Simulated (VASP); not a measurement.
Crystal: W3N4.

```
CELL_PARAMETERS angstrom
4.12200 0.00000 0.00000
0.00000 4.12200 0.00000
0.00000 0.00000 4.12200
ATOMIC_POSITIONS crystal
W 0.50000 0.50000 0.00000
W 0.00000 0.50000 0.50000
W 0.50000 0.00000 0.50000
N 0.50000 0.50000 0.50000
N 0.50000 0.00000 0.00000
N 0.00000 0.50000 0.00000
N 0.00000 0.00000 0.50000
```

Program: VASP 6.6.1. Alike in all runs: task single point; level PBE; potentials or basis VASP PAW PBE potentials, release 64 (W_sv, N); no spin polarisation; cell as given; cutoff (eV) 520; smearing gaussian 0.1 eV.

Problem. Order these runs on this cell by their pressure, lowest first.
A. k mesh 4 × 4 × 4
B. k mesh 8 × 8 × 8, shifted
C. k mesh 1 × 1 × 1
D. k mesh 2 × 2 × 2

Solution. B (28.8 GPa), A (30.4 GPa), D (36.4 GPa), C (83.1 GPa).

Caveats: some runs use coarse meshes.
